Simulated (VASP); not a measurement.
# NiGe3 (Pm-3m) in VASP: notebook, part 2 of 2

VASP 6.6.1.

## 3. Single point, PBEsol, collinear spin, ferromagnetic start

Contents of INCAR:

```
PREC = Accurate
ENCUT = 520
EDIFF = 1E-6
ISMEAR = 0
SIGMA = 0.1
LREAL = F
LASPH = T
NELM = 150
ALGO = Normal
ISIF = 2
LWAVE = F
LCHARG = F
ISPIN = 2
MAGMOM = 0 0 0 2.5
LORBIT = 11
LMAXMIX = 4
GGA = PS
NBANDS = 38
```

Contents of KPOINTS:

```
regular mesh
0
Gamma
  10 10 10
```

Contents of POSCAR:

```
NiGe3
1.0
    3.9634904449      0.0000000000      0.0000000000
    0.0000000000      3.9634904449      0.0000000000
    0.0000000000      0.0000000000      3.9634904449
Ge Ni
3 1
Direct
    0.0000000000      0.5000000000      0.5000000000
    0.5000000000      0.0000000000      0.5000000000
    0.5000000000      0.5000000000      0.0000000000
    0.0000000000      0.0000000000      0.0000000000
```

Potentials or basis: VASP PAW PBE potentials, release 64 (Ge_d, Ni).

Launch:

```bash
> cat potpaw_PBE.64/Ge_d/POTCAR potpaw_PBE.64/Ni/POTCAR > POTCAR
> mpirun -np 1 vasp_std > vasp.out
```

OUTCAR:

```text
PREC = Accurate
   ENCUT = 520
   EDIFF = 1E-6
   ISMEAR = 0
   LREAL = F
   LASPH = T
   NELM = 150
   ISIF = 2
   ISPIN = 2
   LORBIT = 11
   GGA = PS

 ion  position               nearest neighbor table
   1  0.000  0.500  0.500-   2 2.80   3 2.80   4 2.80   3 2.80   4 2.80   2 2.80   4 2.80   4 2.80
                             2 2.80   3 2.80   3 2.80   2 2.80
   2  0.500  0.000  0.500-   1 2.80   3 2.80   4 2.80   3 2.80   4 2.80   1 2.80   3 2.80   3 2.80
                             1 2.80   4 2.80   4 2.80   1 2.80
   3  0.500  0.500  0.000-   1 2.80   2 2.80   4 2.80   1 2.80   2 2.80   2 2.80   4 2.80   2 2.80
                             1 2.80   4 2.80   1 2.80   4 2.80
   4  0.000  0.000  0.000-   1 2.80   2 2.80   3 2.80   1 2.80   2 2.80   1 2.80   3 2.80   1 2.80
                             2 2.80   3 2.80   2 2.80   3 2.80

  LATTYP: Found a simple cubic cell.
 ALAT       =     3.9634904449

  Lattice vectors:

 A1 = (   3.9634904449,   0.0000000000,   0.0000000000)
 A2 = (   0.0000000000,   3.9634904449,   0.0000000000)
 A3 = (   0.0000000000,   0.0000000000,   3.9634904449)

Analysis of symmetry for initial positions (statically):
=====================================================================
 Subroutine PRICEL returns:
 Original cell was already a primitive cell.

 Routine SETGRP: Setting up the symmetry group for a
 simple cubic supercell.

 Subroutine GETGRP returns: Found 48 space group operations
 (whereof 48 operations were pure point group operations)
 out of a pool of 48 trial point group operations.

The static configuration has the point symmetry O_h .

Analysis of symmetry for dynamics (positions and initial velocities):
=====================================================================
 Subroutine PRICEL returns:
 Original cell was already a primitive cell.

 Routine SETGRP: Setting up the symmetry group for a
 simple cubic supercell.

[... 167 lines left out ...]
  ext. energy  EPLUGINS =         0.00000000
  ---------------------------------------------------
  free energy    TOTEN  =       -20.03148397 eV

  energy without entropy =      -20.02050519  energy(sigma->0) =      -20.02599458

 E-fermi :   8.0829     XC(G=0): -12.1933

 val. band max:        8.0795390784   @ k =   0.3000   0.2000   0.1000
 cond. band min:       8.1363579834   @ k =   0.3000   0.1000   0.0000
 fundamental gap:      0.0568189050
 Fermi energy:         8.0828759544

 spin component 1

 k-point     1 :       0.0000    0.0000    0.0000
  band No.  band energies     occupation
      1     -16.7458      1.00000
      2     -16.7458      1.00000
      3     -16.7458      1.00000
      4     -16.7403      1.00000
      5     -16.6439      1.00000
      6     -16.6439      1.00000
[... 973 lines left out ...]
     37      19.8544      0.00000
     38      19.9295      0.00000

 [... further k-points ...]

 spin component 2

 k-point     1 :       0.0000    0.0000    0.0000
  band No.  band energies     occupation
      1     -16.7459      1.00000
      2     -16.7459      1.00000
      3     -16.7459      1.00000
      4     -16.7403      1.00000
      5     -16.6439      1.00000
      6     -16.6439      1.00000
[... 973 lines left out ...]
     37      19.8545      0.00000
     38      19.9295      0.00000

 [... further k-points ...]
[... 5 lines left out ...]
  --------------------------------------------------------------------------------------
  -------------------------------------------------------------------------------------
  Total        0.0397818      0.0397818      0.0397818      0.0000000     -0.0000000      0.0000000
  in kB        1.0236727      1.0236727      1.0236727      0.0000000     -0.0000000      0.0000000
  external PRESSURE =       1.0236727 kB  Pullay stress =       0.0000000 kB

 VOLUME and BASIS-vectors are now :
 -----------------------------------------------------------------------------
  energy-cutoff  :      520.00
  volume of cell :       62.26
      direct lattice vectors                 reciprocal lattice vectors
     3.963490445  0.000000000  0.000000000     0.252302866  0.000000000  0.000000000
     0.000000000  3.963490445  0.000000000     0.000000000  0.252302866  0.000000000
     0.000000000  0.000000000  3.963490445     0.000000000  0.000000000  0.252302866

 POSITION                                       TOTAL-FORCE (eV/Angst)
 -----------------------------------------------------------------------------------
      0.00000      1.98175      1.98175         0.000000      0.000000      0.000000
      1.98175      0.00000      1.98175         0.000000      0.000000      0.000000
      1.98175      1.98175      0.00000         0.000000      0.000000      0.000000
      0.00000      0.00000      0.00000         0.000000      0.000000      0.000000
 -----------------------------------------------------------------------------------
    total drift:                                0.000000      0.000000     -0.000000

  FREE ENERGIE OF THE ION-ELECTRON SYSTEM (eV)
  ---------------------------------------------------
  free  energy   TOTEN  =       -20.0314839719 eV

  energy  without entropy=      -20.0205051864  energy(sigma->0) =      -20.02599458

 total charge

# of ion       s       p       d       tot
------------------------------------------
    1        1.240   0.986  10.057  12.282
    2        1.240   0.986  10.057  12.282
    3        1.240   0.986  10.057  12.282
    4        0.384   0.288   8.456   9.128
--------------------------------------------------
tot          4.102   3.246  38.626  45.974

 magnetization (x)

# of ion       s       p       d       tot
------------------------------------------
    1       -0.000  -0.000   0.000  -0.000
    2       -0.000  -0.000   0.000  -0.000
    3       -0.000  -0.000   0.000  -0.000
    4        0.000   0.000  -0.000  -0.000
--------------------------------------------------
tot         -0.000   0.000  -0.000  -0.000
```

OSZICAR:

```text
N       E                     dE             d eps       ncg     rms          rms(c)
DAV:   1     0.436438663321E+03    0.43644E+03   -0.22706E+04 10854   0.378E+03
DAV:   2     0.581169841844E+02   -0.37832E+03   -0.35932E+03  8512   0.747E+02
DAV:   3    -0.173360103609E+02   -0.75453E+02   -0.73554E+02  9130   0.189E+02
DAV:   4    -0.211902302744E+02   -0.38542E+01   -0.38336E+01  9858   0.492E+01
DAV:   5    -0.212707664707E+02   -0.80536E-01   -0.80519E-01 10118   0.761E+00    0.167E+01
DAV:   6    -0.348657577973E+02   -0.13595E+02   -0.65280E+01 10496   0.855E+01    0.406E+01
DAV:   7    -0.224336245068E+02    0.12432E+02   -0.16065E+01  9526   0.478E+01    0.140E+01
DAV:   8    -0.199971510994E+02    0.24365E+01   -0.41475E+00 10368   0.253E+01    0.457E+00
DAV:   9    -0.200225281292E+02   -0.25377E-01   -0.10257E+00 10698   0.639E+00    0.126E+00
DAV:  10    -0.200365209618E+02   -0.13993E-01   -0.14202E-01 10680   0.199E+00    0.122E+00
DAV:  11    -0.200300733447E+02    0.64476E-02   -0.27848E-02 11094   0.176E+00    0.476E-01
DAV:  12    -0.200310776718E+02   -0.10043E-02   -0.28825E-03 10040   0.343E-01    0.284E-01
DAV:  13    -0.200314755514E+02   -0.39788E-03   -0.12310E-03 10734   0.391E-01    0.743E-02
DAV:  14    -0.200314709290E+02    0.46224E-05   -0.19573E-04 10702   0.112E-01    0.507E-02
DAV:  15    -0.200314841834E+02   -0.13254E-04   -0.24405E-05  8870   0.362E-02    0.241E-02
DAV:  16    -0.200314844814E+02   -0.29797E-06   -0.11337E-05  8526   0.375E-02    0.659E-03
DAV:  17    -0.200314839719E+02    0.50950E-06   -0.14250E-06  6402   0.105E-02
   1 F= -.20031484E+02 E0= -.20025995E+02  d E =-.109788E-01  mag=     0.0003
```

stdout:

```text
POSCAR found type information on POSCAR GeNi
 POSCAR found :  2 types and       4 ions
 scaLAPACK will be used
 -----------------------------------------------------------------------------
|                                                                             |
|                                                                             |
|     You enforced a specific xc type in the INCAR file but a different       |
|     I HOPE YOU KNOW WHAT YOU ARE DOING!                                     |
|                                                                             |
 -----------------------------------------------------------------------------

 LDA part: xc-table for (Slater+PW92), standard interpolation
 POSCAR, INCAR and KPOINTS ok, starting setup
 FFT: planning ... GRIDC
 FFT: planning ... GRID_SOFT
 FFT: planning ... GRID
 WAVECAR not read
 entering main loop
```

It took 7.1 min on 1 thread of Oxide Virtual Turin-like, shared host; peak memory 0.28 GiB.

What came out:

```yaml
Free_energy: -20.0315 eV
Pressure: 0.1 GPa
Band_gap_on_the_k_mesh: zero (filled and empty bands overlap)
Net_moment: 0.00 μB per cell
Valence_electrons_inside_the_program's_atomic_spheres: Ge 12.28; Ni 9.13
```

Levels at points of the mesh, in eV from the Fermi level:
Spin up:
```
           k point  band 23  band 24  band 25  band 26  band 27  band 28  band 29  band 30
(0.00, 0.00, 0.00)    -1.53    -1.53    -0.78    -0.78     0.20     3.52     3.52     3.52
(0.50, 0.00, 0.00)    -1.43    -0.59    -0.59    -0.10    -0.10     0.50     0.60     2.13
(0.50, 0.50, 0.00)    -1.33    -1.32    -0.02     0.22     1.22     1.22     2.05     2.05
(0.50, 0.50, 0.50)    -1.27    -1.27    -1.18    -0.85    -0.85    -0.85     8.50     8.50
```
Spin down:
```csv
k point,band 24,band 25,band 26,band 27,band 28,band 29
"(0.00, 0.00, 0.00)",-1.53,-0.78,-0.78,0.20,3.52,3.52
"(0.50, 0.00, 0.00)",-0.59,-0.59,-0.10,-0.10,0.50,0.60
"(0.50, 0.50, 0.00)",-1.32,-0.02,0.22,1.22,1.22,2.05
"(0.50, 0.50, 0.50)",-1.27,-1.18,-0.85,-0.85,-0.85,8.50
```

Caveat: the moments typed at the start vanished in this run; the PAW data sets were made with another functional, which shifts forces and pressure a little.

The gap in the log of VASP goes by the Fermi energy; the results here count the filled bands.